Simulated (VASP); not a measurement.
# In (I4/mmm) in VASP: a series of runs

In is run at these levels: PBE; tasks: single point.

All numbers are computed with VASP 6.6.1; they aren't measurements. Logs are shortened: lines on timing, memory, paths and dates and some standing lists are left out, and cuts for length are marked.

## Step 1: The cell of the first run

The structure is tetragonal, space group I4/mmm (No. 139). The conventional cell has a = 3.252 Å, b = 3.252 Å, c = 4.948 Å, α = 90.00°, β = 90.00°, γ = 90.00°. In (site symmetry 4/mmm) has 12 In at 3.25 to 3.38 Å within 4.3 Å.

## Step 2: Single point, PBE

Input file INCAR:

```
SYSTEM = In
ALGO     = Fast           ! electronic algorithm
EDIFF    = 1E-6           ! SCF threshold, eV
ENCUT    = 520            ! plane-wave cutoff, eV
GGA      = PE             ! functional
ISIF     = 2              ! what is computed and relaxed
ISMEAR   = 0              ! smearing method
LASPH    = .True.         ! aspherical terms in the spheres
LCHARG   = .True.         ! write CHGCAR
LELF     = .True.         ! ELF
LREAL    = .False.        ! projectors in reciprocal space
LVHAR    = .True.       
LWAVE    = .False.        ! write WAVECAR
NBANDS   = 12             ! bands
NELM     = 80             ! most SCF steps
PREC     = Accurate       ! precision mode
SIGMA    = 0.15           ! smearing width, eV
```

Input file KPOINTS:

```
k-points
0
Gamma
  20 20 20
  0 0 0
```

Input file POSCAR:

```
In
1.0
   -1.6261500000      1.6261500000      2.4739500000
    1.6261500000     -1.6261500000      2.4739500000
    1.6261500000      1.6261500000     -2.4739500000
In
1
Direct
    0.0000000000      0.0000000000      0.0000000000
```

Potentials or basis: VASP PAW PBE potentials, release 64 (In_d).

Command:

```sh
$ cat potpaw_PBE.64/In_d/POTCAR > POTCAR
$ mpirun -np 1 vasp_std > vasp.out
```

OUTCAR:

```text
SYSTEM = In
   EDIFF = 1E-6
   ENCUT = 520
   GGA = PE
   ISIF = 2
   ISMEAR = 0
   LASPH = .True.
   LREAL = .False.
   NELM = 80
   PREC = Accurate

 ion  position               nearest neighbor table
   1  0.000  0.000  0.000-

  LATTYP: Found a body centered tetragonal cell.
 ALAT       =     3.2523000000
 C/A-ratio  =     1.5213541186

  Lattice vectors:

 A1 = (  -1.6261500000,   1.6261500000,   2.4739500000)
 A2 = (   1.6261500000,  -1.6261500000,   2.4739500000)
 A3 = (   1.6261500000,   1.6261500000,  -2.4739500000)

Analysis of symmetry for initial positions (statically):
=====================================================================
 Subroutine PRICEL returns:
 Original cell was already a primitive cell.

 Routine SETGRP: Setting up the symmetry group for a
 body centered tetragonal supercell.

 Subroutine GETGRP returns: Found 16 space group operations
 (whereof 16 operations were pure point group operations)
 out of a pool of 16 trial point group operations.

The static configuration has the point symmetry D_4h.

Analysis of symmetry for dynamics (positions and initial velocities):
=====================================================================
 Subroutine PRICEL returns:
 Original cell was already a primitive cell.

 Routine SETGRP: Setting up the symmetry group for a
 body centered tetragonal supercell.

 Subroutine GETGRP returns: Found 16 space group operations
 (whereof 16 operations were pure point group operations)
 out of a pool of 16 trial point group operations.

The dynamic configuration has the point symmetry D_4h.

 Subroutine INISYM returns: Found 16 space group operations
 (whereof 16 operations are pure point group operations),
 and found     1 'primitive' translations

----------------------------------------------------------------------------------------

                                     Primitive cell

  volume of cell :      26.1681

  direct lattice vectors                    reciprocal lattice vectors
    -1.626150000  1.626150000  2.473950000     0.000000000  0.307474710  0.202105944
     1.626150000 -1.626150000  2.473950000     0.307474710  0.000000000  0.202105944
     1.626150000  1.626150000 -2.473950000     0.307474710  0.307474710  0.000000000

  length of vectors
     3.377744254  3.377744254  3.377744254     0.367950418  0.367950418  0.434834905

  position of ions in fractional coordinates (direct lattice)
     0.000000000  0.000000000  0.000000000

[... 78 lines left out ...]
   NSW    =      0    number of steps for IOM
   IBRION =     -1    ionic relax: 0-MD 1-quasi-New 2-CG
   NFREE  =      0    steps in history (QN), initial steepest desc. (CG)
   ISIF   =      2    stress and relaxation
   ISYM   =      2    0-nonsym 1-usesym 2-fastsym
   POTIM  = 0.5000    time-step for ionic-motion
   TEBEG  =    0.0;   TEEND  =   0.0 temperature during run
   PSTRESS=    0.0 pullay stress
   NELECT =      13.0000    total number of electrons
   NUPDOWN=      -1.0000    fix difference up-down
   EMIN   =  10.00;   EMAX   =-10.00  energy-range for DOS
   EFERMI =   0.00;   METHOD = LEGACY
   ISMEAR =     0;   SIGMA  =   0.15  broadening in eV -4-tet -1-fermi 0-gaus
   EFERMI_NEDOS =   21; number of points for ismear=-14 and -15
   IALGO  =     68    algorithm
   IMIX   =      4    mixing-type and parameters
     AMIX     =   0.40;   BMIX     =  1.00
     AMIX_MAG =   1.60;   BMIX_MAG =  1.00
  volume/ion in A,a.u.               =      26.17       176.59
  Fermi-wavevector in a.u.,A,eV,Ry     =   1.296578  2.450177 22.872944  1.681114
  Thomas-Fermi vector in A             =   2.428025
   LORBIT       =      0    0 simple, 1 ext, 2 COOP (PROOUT), +10 PAW based schemes
   GGA     = PE    functional components
   LHFCALC =     F    Hartree Fock is set to
   AEXX    =    0.0000 exact exchange contribution
   IVDW    =     0    specifies the selected vdW correction
   LEPSILON=     F    determine dielectric tensor
   LRPA    =     F    only Hartree local field effects (RPA)
 non-spin polarized calculation
 RMM-DIIS sequential band-by-band and
 Gauss-broadening in eV      SIGMA  =   0.15
  energy-cutoff  :      520.00
  volume of cell :       26.17
 maximum number of plane-waves:       721
 NGX is ok and might be reduce to    28
   NGX = 13   NGY = 13   NGZ = 13

 number of electron      13.0000006 magnetization

 Free energy of the ion-electron system (eV)
  ---------------------------------------------------
  ext. energy  EPLUGINS =         0.00000000
  ---------------------------------------------------
  free energy    TOTEN  =        -2.55394456 eV

  energy without entropy =       -2.54860321  energy(sigma->0) =       -2.55127388

 E-fermi :   7.5282     XC(G=0): -10.2516

 val. band max:        7.5154405379   @ k =  -0.2000  -0.3500   0.0500
 cond. band min:       7.5295358580   @ k =   0.3000   0.1000   0.0500
 fundamental gap:      0.0140953201
 Fermi energy:         7.5281818379

 k-point     1 :       0.0000    0.0000    0.0000
  band No.  band energies     occupation
      1      -7.1847      2.00000
      2      -7.0801      2.00000
      3      -7.0801      2.00000
      4      -6.9990      2.00000
      5      -6.8952      2.00000
      6      -2.0222      2.00000
      7      18.0598      0.00000
      8      18.0598      0.00000
      9      18.2318      0.00000
     10      19.0971      0.00000
     11      21.4974      0.00000
     12      21.6022      0.00000
[... 331 lines left out ...]
 k-point    24 :      -0.3500    0.0500   -0.0000
  band No.  band energies     occupation
      1      -7.1568      2.00000
      2      -7.1237      2.00000
      3      -7.0444      2.00000
      4      -6.8753      2.00000
      5      -6.8340      2.00000
      6       0.5459      2.00000
      7       8.0935      0.00000
      8      15.1404      0.00000
      9      16.6810      0.00000
     10      18.6641      0.00000
     11      19.9713      0.00000
     12      21.2181      0.00000

 [... further k-points ...]
[... 5 lines left out ...]
  --------------------------------------------------------------------------------------
  -------------------------------------------------------------------------------------
  Total        0.3364440      0.3364440      0.2826676      0.0000000      0.0000000      0.0000000
  in kB       20.5992420     20.5992420     17.3067076      0.0000000      0.0000000      0.0000000
  external PRESSURE =      19.5017305 kB  Pullay stress =       0.0000000 kB

 VOLUME and BASIS-vectors are now :
 -----------------------------------------------------------------------------
  energy-cutoff  :      520.00
  volume of cell :       26.17
      direct lattice vectors                 reciprocal lattice vectors
    -1.626150000  1.626150000  2.473950000     0.000000000  0.307474710  0.202105944
     1.626150000 -1.626150000  2.473950000     0.307474710  0.000000000  0.202105944
     1.626150000  1.626150000 -2.473950000     0.307474710  0.307474710  0.000000000

 POSITION                                       TOTAL-FORCE (eV/Angst)
 -----------------------------------------------------------------------------------
      0.00000      0.00000      0.00000         0.000000     -0.000000      0.000000
 -----------------------------------------------------------------------------------
    total drift:                               -0.000000     -0.000000      0.000000

  FREE ENERGIE OF THE ION-ELECTRON SYSTEM (eV)
  ---------------------------------------------------
  free  energy   TOTEN  =        -2.5539445627 eV

  energy  without entropy=       -2.5486032058  energy(sigma->0) =       -2.55127388
```

OSZICAR:

```text
N       E                     dE             d eps       ncg     rms          rms(c)
DAV:   1     0.771102213759E+02    0.77110E+02   -0.62709E+03 15612   0.137E+03
DAV:   2     0.114459766857E+01   -0.75966E+02   -0.74012E+02 16080   0.289E+02
DAV:   3    -0.249563647324E+01   -0.36402E+01   -0.36301E+01 18428   0.639E+01
DAV:   4    -0.257791500795E+01   -0.82279E-01   -0.82255E-01 19544   0.951E+00
DAV:   5    -0.258145863371E+01   -0.35436E-02   -0.35435E-02 21296   0.175E+00    0.230E+00
RMM:   6    -0.255847628814E+01    0.22982E-01   -0.29353E-02 18922   0.270E+00    0.123E+00
RMM:   7    -0.255402596245E+01    0.44503E-02   -0.11883E-02 18276   0.143E+00    0.259E-01
RMM:   8    -0.255386655169E+01    0.15941E-03   -0.16830E-03 20586   0.643E-01    0.550E-02
RMM:   9    -0.255393104605E+01   -0.64494E-04   -0.57132E-04 23652   0.259E-01    0.560E-02
RMM:  10    -0.255393813343E+01   -0.70874E-05   -0.16038E-04 21535   0.225E-01    0.749E-03
RMM:  11    -0.255394377458E+01   -0.56412E-05   -0.73541E-05 24951   0.903E-02    0.149E-02
RMM:  12    -0.255394537632E+01   -0.16017E-05   -0.12394E-05 21448   0.433E-02    0.401E-02
RMM:  13    -0.255394456273E+01    0.81360E-06   -0.51110E-06 18659   0.365E-02
   1 F= -.25539446E+01 E0= -.25512739E+01  d E =-.534136E-02
```

Wall time 2.7 min (1 thread of Intel Xeon Platinum 8488C (Sapphire Rapids), shared host); peak memory 0.31 GiB.

Results:

```
Free energy : -2.5539 eV
Pressure    : 2.0 GPa
```

Caveat: spin-orbit coupling is left out, which moves the levels of the heavy elements.

## Step 3: Single point, PBE

Input file INCAR:

```
PREC = Accurate
ENCUT = 520
EDIFF = 1E-6
ISMEAR = 0
SIGMA = 0.15
LREAL = False
LASPH = True
NELM = 80
ALGO = Fast
ISIF = 2
LWAVE = False
LCHARG = False
GGA = PE
NBANDS = 12
```

Input file KPOINTS:

```
regular mesh
0
Gamma
  22 22 22
```

POSCAR is that of step 2.

Potentials or basis: VASP PAW PBE potentials, release 64 (In_d).

Command:

```sh
$ cat potpaw_PBE.64/In_d/POTCAR > POTCAR
$ mpirun -np 1 vasp_std > vasp.out
```

OUTCAR:

```text
PREC = Accurate
   ENCUT = 520
   EDIFF = 1E-6
   ISMEAR = 0
   LREAL = False
   LASPH = True
   NELM = 80
   ISIF = 2
   GGA = PE

 ion  position               nearest neighbor table
   1  0.000  0.000  0.000-

  LATTYP: Found a body centered tetragonal cell.
 ALAT       =     3.2523000000
 C/A-ratio  =     1.5213541186

  Lattice vectors:

 A1 = (  -1.6261500000,   1.6261500000,   2.4739500000)
 A2 = (   1.6261500000,  -1.6261500000,   2.4739500000)
 A3 = (   1.6261500000,   1.6261500000,  -2.4739500000)

Analysis of symmetry for initial positions (statically):
=====================================================================
 Subroutine PRICEL returns:
 Original cell was already a primitive cell.

 Routine SETGRP: Setting up the symmetry group for a
 body centered tetragonal supercell.

 Subroutine GETGRP returns: Found 16 space group operations
 (whereof 16 operations were pure point group operations)
 out of a pool of 16 trial point group operations.

The static configuration has the point symmetry D_4h.

Analysis of symmetry for dynamics (positions and initial velocities):
=====================================================================
 Subroutine PRICEL returns:
 Original cell was already a primitive cell.

 Routine SETGRP: Setting up the symmetry group for a
 body centered tetragonal supercell.

 Subroutine GETGRP returns: Found 16 space group operations
 (whereof 16 operations were pure point group operations)
 out of a pool of 16 trial point group operations.

The dynamic configuration has the point symmetry D_4h.

 Subroutine INISYM returns: Found 16 space group operations
 (whereof 16 operations are pure point group operations),
 and found     1 'primitive' translations

----------------------------------------------------------------------------------------

[... 111 lines left out ...]
  volume/ion in A,a.u.               =      26.17       176.59
  Fermi-wavevector in a.u.,A,eV,Ry     =   1.296578  2.450177 22.872944  1.681114
  Thomas-Fermi vector in A             =   2.428025
   LORBIT       =      0    0 simple, 1 ext, 2 COOP (PROOUT), +10 PAW based schemes
   GGA     = PE    functional components
   LHFCALC =     F    Hartree Fock is set to
   AEXX    =    0.0000 exact exchange contribution
   IVDW    =     0    specifies the selected vdW correction
   LEPSILON=     F    determine dielectric tensor
   LRPA    =     F    only Hartree local field effects (RPA)
 non-spin polarized calculation
 RMM-DIIS sequential band-by-band and
 Gauss-broadening in eV      SIGMA  =   0.15
  energy-cutoff  :      520.00
  volume of cell :       26.17
 maximum number of plane-waves:       720
 NGX is ok and might be reduce to    28
   NGX = 13   NGY = 13   NGZ = 13

 number of electron      13.0000006 magnetization

 Free energy of the ion-electron system (eV)
  ---------------------------------------------------
  ext. energy  EPLUGINS =         0.00000000
  ---------------------------------------------------
  free energy    TOTEN  =        -2.55487157 eV

  energy without entropy =       -2.55029163  energy(sigma->0) =       -2.55258160

 E-fermi :   7.5311     XC(G=0): -10.2520

 val. band max:        7.5298155218   @ k =  -0.4545   0.4545   0.2727
 cond. band min:       7.5364716956   @ k =  -0.4091  -0.4091   0.3182
 fundamental gap:      0.0066561738
 Fermi energy:         7.5310900803

 k-point     1 :       0.0000    0.0000    0.0000
  band No.  band energies     occupation
      1      -7.1863      2.00000
      2      -7.0817      2.00000
      3      -7.0817      2.00000
      4      -7.0006      2.00000
      5      -6.8969      2.00000
      6      -2.0226      2.00000
      7      18.0594      0.00000
      8      18.0594      0.00000
      9      18.2314      0.00000
     10      19.0967      0.00000
     11      21.4969      0.00000
     12      21.6018      0.00000
[... 331 lines left out ...]
 k-point    24 :      -0.4545    0.0455   -0.0000
  band No.  band energies     occupation
      1      -7.1778      2.00000
      2      -7.1422      2.00000
      3      -7.0635      2.00000
      4      -6.8260      2.00000
      5      -6.7808      2.00000
      6       2.3703      2.00000
      7       5.2277      2.00000
      8      14.8829      0.00000
      9      16.4064      0.00000
     10      18.2294      0.00000
     11      19.3361      0.00000
     12      21.3055      0.00000

 [... further k-points ...]
[... 5 lines left out ...]
  --------------------------------------------------------------------------------------
  -------------------------------------------------------------------------------------
  Total        0.3157841      0.3157841      0.3078189      0.0000000      0.0000000      0.0000000
  in kB       19.3343110     19.3343110     18.8466301      0.0000000      0.0000000      0.0000000
  external PRESSURE =      19.1717507 kB  Pullay stress =       0.0000000 kB

 VOLUME and BASIS-vectors are now :
 -----------------------------------------------------------------------------
  energy-cutoff  :      520.00
  volume of cell :       26.17
      direct lattice vectors                 reciprocal lattice vectors
    -1.626150000  1.626150000  2.473950000     0.000000000  0.307474710  0.202105944
     1.626150000 -1.626150000  2.473950000     0.307474710  0.000000000  0.202105944
     1.626150000  1.626150000 -2.473950000     0.307474710  0.307474710  0.000000000

 POSITION                                       TOTAL-FORCE (eV/Angst)
 -----------------------------------------------------------------------------------
      0.00000      0.00000      0.00000         0.000000      0.000000     -0.000000
 -----------------------------------------------------------------------------------
    total drift:                               -0.000000     -0.000000      0.000000

  FREE ENERGIE OF THE ION-ELECTRON SYSTEM (eV)
  ---------------------------------------------------
  free  energy   TOTEN  =        -2.5548715725 eV

  energy  without entropy=       -2.5502916265  energy(sigma->0) =       -2.55258160
```

OSZICAR:

```text
N       E                     dE             d eps       ncg     rms          rms(c)
DAV:   1     0.785436193574E+02    0.78544E+02   -0.62648E+03 20284   0.137E+03
DAV:   2     0.126321765317E+01   -0.77280E+02   -0.75188E+02 20940   0.292E+02
DAV:   3    -0.249351058221E+01   -0.37567E+01   -0.37429E+01 23828   0.646E+01
DAV:   4    -0.257863917724E+01   -0.85129E-01   -0.85102E-01 25300   0.970E+00
DAV:   5    -0.258245290199E+01   -0.38137E-02   -0.38136E-02 27524   0.182E+00    0.230E+00
RMM:   6    -0.255940928896E+01    0.23044E-01   -0.29437E-02 24632   0.270E+00    0.123E+00
RMM:   7    -0.255494805748E+01    0.44612E-02   -0.11978E-02 23757   0.143E+00    0.258E-01
RMM:   8    -0.255479234178E+01    0.15572E-03   -0.17291E-03 26824   0.649E-01    0.554E-02
RMM:   9    -0.255485792339E+01   -0.65582E-04   -0.58139E-04 30779   0.260E-01    0.564E-02
RMM:  10    -0.255486504308E+01   -0.71197E-05   -0.16053E-04 28041   0.225E-01    0.740E-03
RMM:  11    -0.255487079125E+01   -0.57482E-05   -0.75501E-05 32769   0.906E-02    0.150E-02
RMM:  12    -0.255487252875E+01   -0.17375E-05   -0.12158E-05 27856   0.417E-02    0.407E-02
RMM:  13    -0.255487157245E+01    0.95630E-06   -0.40280E-06 22899   0.320E-02
   1 F= -.25548716E+01 E0= -.25525816E+01  d E =-.457995E-02
```

Run time: 3.2 min. Hardware: 1 thread of Intel Xeon Platinum 8488C (Sapphire Rapids), shared host; peak memory 0.36 GiB.

Results:

* Free energy: -2.5549 eV
* Pressure: 1.9 GPa

Caveat: spin-orbit coupling is left out, which moves the levels of the heavy elements.
